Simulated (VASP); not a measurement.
# GaN in VASP: settings compared

The runs below take GaN through single point, with PBE, r2SCAN.

All numbers are computed with VASP 6.6.1; they aren't measurements. Logs are shortened: lines on timing, memory, paths and dates and some standing lists are left out, and cuts for length are marked.

## Step 1: The cell of the first run

The structure is cubic, space group Fm-3m (No. 225). The conventional cell has a = 4.384 Å, b = 4.384 Å, c = 4.384 Å, α = 90.00°, β = 90.00°, γ = 90.00°. Within 2.9 Å of Ga (site symmetry m-3m) lie 6 N at 2.19 Å. Within 2.9 Å of N (site symmetry m-3m) lie 6 Ga at 2.19 Å.

## Step 2: Single point, PBE (strained)

INCAR

```
ALGO = Normal
EDIFF = 1E-6
ENCUT = 520
GGA = PE
ISIF = 2
ISMEAR = 0
LASPH = T
LCHARG = F
LREAL = F
LWAVE = F
NBANDS = 16
NELM = 60
PREC = Accurate
SIGMA = 0.05
```

KPOINTS

```
k-points
0
Gamma
  14 14 14
```

POSCAR

```
GaN
1.0
    0.0000000000      2.1920536034      2.1920536034
    2.1920536034      0.0000000000      2.1920536034
    2.1920536034      2.1920536034      0.0000000000
Ga N
1 1
Direct
    0.0000000000      0.0000000000      0.0000000000
    0.5000000000      0.5000000000      0.5000000000
```

Potentials or basis: VASP PAW PBE potentials, release 64 (Ga_d, N).

Run with:

```console
> cat potpaw_PBE.64/Ga_d/POTCAR potpaw_PBE.64/N/POTCAR > POTCAR
> mpirun -np 1 vasp_std > vasp.out
```

OUTCAR:

```text
EDIFF = 1E-6
   ENCUT = 520
   GGA = PE
   ISIF = 2
   ISMEAR = 0
   LASPH = T
   LREAL = F
   NELM = 60
   PREC = Accurate

 ion  position               nearest neighbor table
   1  0.000  0.000  0.000-   2 2.19   2 2.19   2 2.19   2 2.19   2 2.19   2 2.19
   2  0.500  0.500  0.500-   1 2.19   1 2.19   1 2.19   1 2.19   1 2.19   1 2.19

  LATTYP: Found a face centered cubic cell.
 ALAT       =     4.3841072068

  Lattice vectors:

 A1 = (   0.0000000000,   2.1920536034,   2.1920536034)
 A2 = (   2.1920536034,   0.0000000000,   2.1920536034)
 A3 = (   2.1920536034,   2.1920536034,   0.0000000000)

Analysis of symmetry for initial positions (statically):
=====================================================================
 Subroutine PRICEL returns:
 Original cell was already a primitive cell.

 Routine SETGRP: Setting up the symmetry group for a
 face centered cubic supercell.

 Subroutine GETGRP returns: Found 48 space group operations
 (whereof 48 operations were pure point group operations)
 out of a pool of 48 trial point group operations.

The static configuration has the point symmetry O_h .

Analysis of symmetry for dynamics (positions and initial velocities):
=====================================================================
 Subroutine PRICEL returns:
 Original cell was already a primitive cell.

 Routine SETGRP: Setting up the symmetry group for a
 face centered cubic supercell.

 Subroutine GETGRP returns: Found 48 space group operations
 (whereof 48 operations were pure point group operations)
 out of a pool of 48 trial point group operations.

The dynamic configuration has the point symmetry O_h .

 Subroutine INISYM returns: Found 48 space group operations
 (whereof 48 operations are pure point group operations),
 and found     1 'primitive' translations

----------------------------------------------------------------------------------------

                                     Primitive cell

  volume of cell :      21.0661

  direct lattice vectors                    reciprocal lattice vectors
     0.000000000  2.192053603  2.192053603    -0.228096612  0.228096612  0.228096612
     2.192053603  0.000000000  2.192053603     0.228096612 -0.228096612  0.228096612
     2.192053603  2.192053603  0.000000000     0.228096612  0.228096612 -0.228096612

  length of vectors
     3.100031935  3.100031935  3.100031935     0.395074921  0.395074921  0.395074921

  position of ions in fractional coordinates (direct lattice)
     0.000000000  0.000000000  0.000000000
     0.500000000  0.500000000  0.500000000

  ion indices of the primitive-cell ions
   primitive index   ion index
                 1           1
                 2           2

----------------------------------------------------------------------------------------

 KPOINTS: k-points

Automatic generation of k-mesh.
 Grid dimensions read from file:
 generate k-points for:   14   14   14

 Generating k-lattice:

  Cartesian coordinates                     Fractional coordinates (reciprocal lattice)
    -0.016292615  0.016292615  0.016292615     0.071428571  0.000000000  0.000000000
     0.016292615 -0.016292615  0.016292615     0.000000000  0.071428571  0.000000000
     0.016292615  0.016292615 -0.016292615     0.000000000  0.000000000  0.071428571

  Length of vectors
     0.028219637  0.028219637  0.028219637

  Shift w.r.t. Gamma in fractional coordinates (k-lattice)
     0.000000000  0.000000000  0.000000000

 Subroutine IBZKPT returns following result:
 ===========================================

 Found    104 irreducible k-points:

 Following reciprocal coordinates:
            Coordinates               Weight
  0.000000  0.000000  0.000000      1.000000
  0.071429  0.000000  0.000000      8.000000
  0.142857  0.000000  0.000000      8.000000
  0.214286  0.000000  0.000000      8.000000
  0.285714  0.000000  0.000000      8.000000
  0.357143  0.000000  0.000000      8.000000
[... 16 lines left out ...]
  0.214286  0.142857  0.000000     24.000000
  0.285714  0.142857  0.000000     24.000000
 [... further k-points ...]
   k-points           NKPTS =    104   k-points in BZ     NKDIM =    104   number of bands    NBANDS=     16
   number of dos      NEDOS =    301   number of ions     NIONS =      2
   total plane-waves  NPLWV =  13824
   dimension x,y,z NGX =    24 NGY =   24 NGZ =   24
   dimension x,y,z NGXF=    48 NGYF=   48 NGZF=   48
   ions per type =               1   1
   NGX,Y,Z   is equivalent  to a cutoff of  12.87, 12.87, 12.87 a.u.
   NGXF,Y,Z  is equivalent  to a cutoff of  25.74, 25.74, 25.74 a.u.
 SYSTEM =  unknown system
   PREC   = accura    normal or accurate (medium, high low for compatibility)
   ISTART =      0    job   : 0-new  1-cont  2-samecut
   ICHARG =      2    charge: 1-file 2-atom 10-const
   ISPIN  =      1    spin polarized calculation?
   LNONCOLLINEAR =      F non collinear calculations
   LSORBIT =      F    spin-orbit coupling
   LASPH  =      T    aspherical Exc in radial PAW
   ENCUT  =  520.0 eV  38.22 Ry    6.18 a.u.   5.76  5.76  5.76*2*pi/ulx,y,z
   NELM   =     60;   NELMIN=  2; NELMDL= -5     # of ELM steps
   EDIFF  = 0.1E-05   stopping-criterion for ELM
   LREAL  =      F    real-space projection
   EDIFFG = 0.1E-04   stopping-criterion for IOM
   NSW    =      0    number of steps for IOM
   IBRION =     -1    ionic relax: 0-MD 1-quasi-New 2-CG
   NFREE  =      0    steps in history (QN), initial steepest desc. (CG)
   ISIF   =      2    stress and relaxation
   ISYM   =      2    0-nonsym 1-usesym 2-fastsym
   POTIM  = 0.5000    time-step for ionic-motion
   TEBEG  =    0.0;   TEEND  =   0.0 temperature during run
   PSTRESS=    0.0 pullay stress
   NELECT =      18.0000    total number of electrons
   NUPDOWN=      -1.0000    fix difference up-down
   EMIN   =  10.00;   EMAX   =-10.00  energy-range for DOS
   EFERMI =   0.00;   METHOD = LEGACY
   ISMEAR =     0;   SIGMA  =   0.05  broadening in eV -4-tet -1-fermi 0-gaus
   EFERMI_NEDOS =   21; number of points for ismear=-14 and -15
   IALGO  =     38    algorithm
   IMIX   =      4    mixing-type and parameters
     AMIX     =   0.40;   BMIX     =  1.00
     AMIX_MAG =   1.60;   BMIX_MAG =  1.00
  volume/ion in A,a.u.               =      10.53        71.08
  Fermi-wavevector in a.u.,A,eV,Ry     =   1.553476  2.935644 32.834765  2.413287
  Thomas-Fermi vector in A             =   2.657701
   LORBIT       =      0    0 simple, 1 ext, 2 COOP (PROOUT), +10 PAW based schemes
   GGA     = PE    functional components
   LHFCALC =     F    Hartree Fock is set to
   AEXX    =    0.0000 exact exchange contribution
   IVDW    =     0    specifies the selected vdW correction
   LEPSILON=     F    determine dielectric tensor
   LRPA    =     F    only Hartree local field effects (RPA)
 non-spin polarized calculation
 Gauss-broadening in eV      SIGMA  =   0.05
  energy-cutoff  :      520.00
  volume of cell :       21.07
 maximum number of plane-waves:       588
   NGX = 11   NGY = 11   NGZ = 11

 number of electron      17.9999995 magnetization

 Free energy of the ion-electron system (eV)
  ---------------------------------------------------
  ext. energy  EPLUGINS =         0.00000000
  ---------------------------------------------------
  free energy    TOTEN  =       -11.13838588 eV

  energy without entropy =      -11.13824958  energy(sigma->0) =      -11.13831773

 E-fermi :   6.6364     XC(G=0): -12.4676

 val. band max:        6.5938033235   @ k =  -0.2143   0.1429   0.0000
 cond. band min:       6.9091789473   @ k =   0.4286   0.4286   0.0000
 fundamental gap:      0.3153756239
 Fermi energy:         6.6363992124

 k-point     1 :       0.0000    0.0000    0.0000
  band No.  band energies     occupation
      1      -9.6759      2.00000
      2      -7.4524      2.00000
      3      -7.4524      2.00000
      4      -7.4524      2.00000
      5      -7.3812      2.00000
      6      -7.3812      2.00000
[... 8 lines left out ...]
     15      20.9058      0.00000
     16      20.9058      0.00000

 k-point     2 :       0.0714    0.0000    0.0000
  band No.  band energies     occupation
      1      -9.5874      2.00000
      2      -7.4546      2.00000
      3      -7.4479      2.00000
      4      -7.4479      2.00000
      5      -7.3861      2.00000
      6      -7.3861      2.00000
[... 8 lines left out ...]
     15      21.3665      0.00000
     16      21.3665      0.00000

 k-point     3 :       0.1429    0.0000    0.0000
  band No.  band energies     occupation
      1      -9.3271      2.00000
      2      -7.4605      2.00000
      3      -7.4443      2.00000
      4      -7.4443      2.00000
      5      -7.3909      2.00000
      6      -7.3909      2.00000
[... 8 lines left out ...]
     15      22.0150      0.00000
     16      22.0150      0.00000

 k-point     4 :       0.2143    0.0000    0.0000
  band No.  band energies     occupation
      1      -8.9123      2.00000
      2      -7.4673      2.00000
      3      -7.4634      2.00000
      4      -7.4634      2.00000
      5      -7.3732      2.00000
      6      -7.3732      2.00000
[... 8 lines left out ...]
     15      22.9414      0.00000
     16      22.9414      0.00000
[... 324 lines left out ...]
 k-point    22 :       0.1429    0.1429    0.0000
  band No.  band energies     occupation
      1      -9.2393      2.00000
      2      -7.4763      2.00000
      3      -7.4195      2.00000
      4      -7.4195      2.00000
      5      -7.4163      2.00000
      6      -7.3657      2.00000
[... 8 lines left out ...]
     15      24.5402      0.00000
     16      24.5402      0.00000

 k-point    23 :       0.2143    0.1429    0.0000
  band No.  band energies     occupation
      1      -8.9800      2.00000
      2      -7.4862      2.00000
      3      -7.4259      2.00000
      4      -7.4120      2.00000
      5      -7.3693      2.00000
      6      -7.3534      2.00000
[... 8 lines left out ...]
     15      25.0018      0.00000
     16      25.3898      0.00000

 k-point    24 :       0.2857    0.1429    0.0000
  band No.  band energies     occupation
      1      -8.6354      2.00000
      2      -7.4938      2.00000
      3      -7.4278      2.00000
      4      -7.4269      2.00000
      5      -7.3277      2.00000
      6      -7.2617      2.00000
[... 8 lines left out ...]
     15      25.1152      0.00000
     16      26.1415      0.00000

 [... further k-points ...]
[... 5 lines left out ...]
  --------------------------------------------------------------------------------------
  -------------------------------------------------------------------------------------
  Total       -1.7208569     -1.7208569     -1.7208569      0.0000000      0.0000000     -0.0000000
  in kB     -130.8795617   -130.8795617   -130.8795617      0.0000000      0.0000000     -0.0000000
  external PRESSURE =    -130.8795617 kB  Pullay stress =       0.0000000 kB

 VOLUME and BASIS-vectors are now :
 -----------------------------------------------------------------------------
  energy-cutoff  :      520.00
  volume of cell :       21.07
      direct lattice vectors                 reciprocal lattice vectors
     0.000000000  2.192053603  2.192053603    -0.228096612  0.228096612  0.228096612
     2.192053603  0.000000000  2.192053603     0.228096612 -0.228096612  0.228096612
     2.192053603  2.192053603  0.000000000     0.228096612  0.228096612 -0.228096612

 POSITION                                       TOTAL-FORCE (eV/Angst)
 -----------------------------------------------------------------------------------
      0.00000      0.00000      0.00000        -0.000000     -0.000000     -0.000000
      2.19205      2.19205      2.19205         0.000000      0.000000      0.000000
 -----------------------------------------------------------------------------------
    total drift:                                0.000000     -0.000000     -0.000000

  FREE ENERGIE OF THE ION-ELECTRON SYSTEM (eV)
  ---------------------------------------------------
  free  energy   TOTEN  =       -11.1383858779 eV

  energy  without entropy=      -11.1382495838  energy(sigma->0) =      -11.13831773
```

Wall time 20 s (1 thread of Intel Xeon Platinum 8259CL at 2.50GHz (Skylake/Cascade Lake), shared host); peak memory 0.16 GiB.

What came out:

| Quantity | Value |
| --- | --- |
| Free energy | -11.1384 eV |
| Pressure | -13.1 GPa |
| Band gap on the k mesh | zero (band 9 reaches 6.59 eV, above the bottom of band 10 at 6.53 eV) |

Caveat: the cell differs from its parent crystal (strained).

## Step 3: Single point, r2SCAN (functional r2SCAN, strained)

POSCAR

```
GaN
1.0
    0.0000000000      2.0718398728      2.0718398728
    2.0718398728      0.0000000000      2.0718398728
    2.0718398728      2.0718398728      0.0000000000
Ga N
1 1
Direct
    0.0000000000      0.0000000000      0.0000000000
    0.5000000000      0.5000000000      0.5000000000
```

INCAR.step1

```
SYSTEM = GaN
PREC     = Accurate       ! precision mode
ENCUT    = 520            ! plane-wave cutoff, eV
ISMEAR   = 0              ! smearing method
SIGMA    = 0.05           ! smearing width, eV
LREAL    = .FALSE.        ! projectors in reciprocal space
LASPH    = .TRUE.         ! aspherical terms in the spheres
NELM     = 60             ! most SCF steps
NBANDS   = 16             ! bands
GGA      = PE             ! functional
ALGO     = Normal         ! electronic algorithm
EDIFF    = 1E-4           ! SCF threshold, eV
LWAVE    = .TRUE.         ! write WAVECAR
LCHARG   = .FALSE.        ! write CHGCAR
```

INCAR.step2

```
SYSTEM = GaN
PREC     = Accurate       ! precision mode
ENCUT    = 520            ! plane-wave cutoff, eV
EDIFF    = 1E-6           ! SCF threshold, eV
ISMEAR   = 0              ! smearing method
SIGMA    = 0.05           ! smearing width, eV
LREAL    = .FALSE.        ! projectors in reciprocal space
LASPH    = .TRUE.         ! aspherical terms in the spheres
NELM     = 60             ! most SCF steps
ALGO     = Normal         ! electronic algorithm
ISIF     = 2              ! what is computed and relaxed
LWAVE    = .FALSE.        ! write WAVECAR
LCHARG   = .FALSE.        ! write CHGCAR
METAGGA  = R2SCAN         ! meta-GGA
LMIXTAU  = .TRUE.       
NBANDS   = 16             ! bands
ISTART   = 1
```

KPOINTS

```
Automatic mesh
0
G
  14 14 14
  0 0 0
```

Potentials or basis: VASP PAW PBE potentials, release 64 (Ga_d, N).

Run with:

```console
> cat potpaw_PBE.64/Ga_d/POTCAR potpaw_PBE.64/N/POTCAR > POTCAR
> cp INCAR.step1 INCAR
> mpirun -np 1 vasp_std > vasp.out
> cp INCAR.step2 INCAR
> mpirun -np 1 vasp_std > vasp.out
```

Wall time 92 s (1 thread of Intel Xeon Platinum 8259CL at 2.50GHz (Skylake/Cascade Lake), shared host); peak memory 0.17 GiB.

The run converged. Its results:

- Free energy: -20.9253 eV
- Pressure: 16.0 GPa
- Band gap on the k mesh: 1.51 eV, indirect (least direct gap 4.13 eV)

Levels at points of the mesh, in eV from the valence-band top:
```
           k point  band 5  band 6  band 7  band 8  band 9  band 10  band 11  band 12  band 13  band 14
(0.00, 0.00, 0.00)  -14.27  -14.27   -0.60   -0.60   -0.60     3.53    15.82    15.82    15.82    17.45
(0.50, 0.00, 0.00)  -14.10  -14.10   -8.67   -0.18   -0.18     5.64    10.18    10.18    11.18    18.12
(0.50, 0.50, 0.00)  -14.03  -11.39   -7.71   -3.35   -3.35     1.51     8.58    13.70    16.49    16.49
```

Caveat: the cell differs from its parent crystal (functional r2SCAN, strained); the PAW data sets were made with another functional, which shifts forces and pressure a little. A k mesh can miss the band edges.

## Step 4: Single point, PBE (strained)

INCAR

```
SYSTEM = GaN
PREC     = Accurate       ! precision mode
ENCUT    = 520            ! plane-wave cutoff, eV
EDIFF    = 1E-7           ! SCF threshold, eV
ISMEAR   = 0              ! smearing method
SIGMA    = 0.05           ! smearing width, eV
LREAL    = .FALSE.        ! projectors in reciprocal space
LASPH    = .TRUE.         ! aspherical terms in the spheres
NELM     = 80             ! most SCF steps
ALGO     = Normal         ! electronic algorithm
ISIF     = 2              ! what is computed and relaxed
LWAVE    = .FALSE.        ! write WAVECAR
LCHARG   = .TRUE.         ! write CHGCAR
GGA      = PE             ! functional
LELF     = .TRUE.         ! ELF
LVHAR    = .TRUE.       
NBANDS   = 16             ! bands
```

KPOINTS is that of step 3.

POSCAR

```
GaN
1.0
    0.0000000000      2.1828720929      2.2149006178
    2.2149006178      0.0000000000      2.2149006178
    2.2149006178      2.1828720929      0.0000000000
Ga N
1 1
Direct
    0.0000000000      0.0000000000      0.0000000000
    0.5000000000      0.5000000000      0.5000000000
```

Run with:

```console
> cat potpaw_PBE.64/Ga_d/POTCAR potpaw_PBE.64/N/POTCAR > POTCAR
> mpirun -np 1 vasp_std > vasp.out
```

It took 56 s on 1 thread of Intel Xeon Platinum 8259CL at 2.50GHz (Skylake/Cascade Lake), shared host; peak memory 0.2 GiB.

Results (log left out):

| Item | Value |
| --- | --- |
| Free energy | -11.1063 eV |
| Pressure | -15.4 GPa |
| Band gap on the k mesh | zero (band 9 reaches 6.41 eV, above the bottom of band 10 at 6.18 eV) |

Stress tensor (GPa, compression positive):
```
-15.79   0.00   0.00
  0.00 -14.76   0.00
  0.00   0.00 -15.79
```

Levels at points of the mesh, in eV from the Fermi level:
| k point | band 5 | band 6 | band 7 | band 8 | band 9 | band 10 | band 11 | band 12 | band 13 | band 14 |
| --- | --- | --- | --- | --- | --- | --- | --- | --- | --- | --- |
| (0.00, 0.00, 0.00) | -14.04 | -14.02 | -0.53 | -0.40 | -0.40 | 0.84 | 13.88 | 13.88 | 13.93 | 13.93 |
| (0.50, 0.00, 0.00) | -13.94 | -13.55 | -7.64 | -0.24 | -0.19 | 4.12 | 7.78 | 8.22 | 8.48 | 15.15 |
| (0.50, 0.50, 0.00) | -13.90 | -11.33 | -6.25 | -2.72 | -2.53 | -0.16 | 7.71 | 10.59 | 12.74 | 13.14 |
| (0.50, 0.00, 0.50) | -13.90 | -11.20 | -6.23 | -2.70 | -2.70 | -0.27 | 7.55 | 10.77 | 12.79 | 12.79 |

Caveat: the cell differs from its parent crystal (strained).

## Step 5: Overview

| level | cell | gap on the mesh (eV) | pressure (GPa) |
| --- | --- | --- | --- |
| PBE | a = 3.100 Å, angles 60.0°, 2 atoms | none | -13.1 |
| r2SCAN | a = 2.930 Å, angles 60.0°, 2 atoms | 1.51 | 16.0 |
| PBE | a = 3.110, b = 3.132 Å, angles 59.8, 60.5, 59.8°, 2 atoms | none | -15.4 |

Alike in all rows: task single point; potentials or basis VASP PAW PBE potentials, release 64 (Ga_d, N); no spin polarisation; k mesh 14 × 14 × 14; cutoff (eV) 520; smearing gaussian 0.05 eV.

Caveats: the PAW data sets were made with another functional, which shifts forces and pressure a little (some runs).

Absolute energies hang on the potentials; compare differences alone.
